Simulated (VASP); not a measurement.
Input of a VASP 6.6.1 run:

INCAR

```
PREC = Accurate ; ENCUT = 500
EDIFF = 1E-6 ; ISMEAR = -1
SIGMA = 0.3 ; LREAL = False
LASPH = True ; NELM = 120
ALGO = Normal ; ISIF = 2
LWAVE = False ; LCHARG = False
GGA = PE ; IVDW = 12
NBANDS = 19 ; GGA_COMPAT = False
```

KPOINTS

```
regular mesh
0
Gamma
  7 7 3
```

Contents of POSCAR:

```
Cd
1.0
    2.9980231638      0.0000000000      0.0000000000
   -1.4990115819      2.5963642210      0.0000000000
    0.0000000000      0.0000000000      5.5006873604
Cd
2
Direct
    0.3333333333      0.6666666667      0.2500000000
    0.6666666667      0.3333333333      0.7500000000
```

Potentials or basis: VASP PAW PBE potentials, release 64 (Cd).

The run is started by

```sh
$ cat potpaw_PBE.64/Cd/POTCAR > POTCAR
$ mpirun -np 1 vasp_std > vasp.out
```

Question: Estimate the pressure.

Answer: 0.3 GPa.

Question: What does it give for the dispersion energy per atom?

Answer: -0.447 eV.

Question: What does it give for the band gap on the k mesh?

Answer: Zero (band 12 reaches 4.14 eV, above the bottom of band 13 at 0.31 eV).

Stress tensor (GPa, compression positive):
```
0.40 0.00 0.00
0.00 0.40 0.00
0.00 0.00 0.20
```

Caveat: the k points lie up to 0.38 Å⁻¹ apart; pairwise dispersion overbinds metals, which lowers pressure and volume.
